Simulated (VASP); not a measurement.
A run of VASP 6.6.1 is set up as follows.

File INCAR:

```
PREC = Accurate ; ENCUT = 520
EDIFF = 1E-6 ; ISMEAR = 0
SIGMA = 0.05 ; LREAL = False
LASPH = True ; NELM = 60
ALGO = Normal ; ISIF = 2
LWAVE = False ; LCHARG = False
GGA = PS ; NBANDS = 16
```

KPOINTS

```
Automatic mesh
0
Gamma
  8 8 8
```

Contents of POSCAR:

```
GaP
1.0
    0.0000000000      2.9432700000      2.8342600000
    2.9432700000      0.0000000000      2.8342600000
    2.9432700000      2.9432700000      0.0000000000
Ga P
1 1
Direct
    0.0000000000      0.0000000000      0.0000000000
    0.7500000000      0.7500000000      0.7500000000
```

Potentials or basis: VASP PAW PBE potentials, release 64 (Ga_d, P).

The run is started by

```sh
$ cat potpaw_PBE.64/Ga_d/POTCAR potpaw_PBE.64/P/POTCAR > POTCAR
$ mpirun -np 1 vasp_std > vasp.out
```

**Question.** What does it give for the pressure?

**Answer.** -10.8 GPa.

**Question.** Estimate the band gap on the k mesh.

**Answer.** 0.13 eV.

Stress tensor (GPa, compression positive):
```
-11.57   0.00   0.00
  0.00 -11.57   0.00
  0.00   0.00  -9.17
```

Caveat: the cell differs from its parent crystal (strain +0.080 along x and y, +0.040 along z); the cell stands under tension; semilocal functionals underestimate gaps, and a narrow one can read as zero; the PAW data sets were made with another functional, which shifts forces and pressure a little.
